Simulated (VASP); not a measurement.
A run of VASP 6.6.1 is set up as follows.

File INCAR:

```
PREC = Accurate
ENCUT = 520
EDIFF = 1E-6
ISMEAR = 0
SIGMA = 0.1
LREAL = False
LASPH = True
NELM = 60
ALGO = Normal
ISIF = 2
LWAVE = False
LCHARG = False
GGA = PE
NBANDS = 28
```

KPOINTS

```
regular mesh
0
Gamma
  4 4 4
```

The input POSCAR:

```
TaF4
1.0
    0.0000000000      3.0320899593      3.0320899593
    3.0320899593      0.0000000000      3.0320899593
    3.0320899593      3.0320899593      0.0000000000
Ta F
1 4
Direct
    0.5000000000      0.5000000000      0.5000000000
    0.8749632567      0.8749632567      0.8749632567
    0.8749632567      0.8749632567      0.3751102299
    0.8749632567      0.3751102299      0.8749632567
    0.3751102299      0.8749632567      0.8749632567
```

Potentials or basis: VASP PAW PBE potentials, release 64 (Ta_pv, F).

Command:

```bash
$ cat potpaw_PBE.64/Ta_pv/POTCAR potpaw_PBE.64/F/POTCAR > POTCAR
$ mpirun -np 1 vasp_std > vasp.out
```

(1) Estimate the largest force.

(2) Estimate the pressure.

Answers

(1) 0.013 eV/Å.

(2) -0.4 GPa.

Caveat: the k points lie up to 0.45 Å⁻¹ apart; an odd number of electrons without spin polarisation forces a metal; a magnetic or distorted state may lie lower.
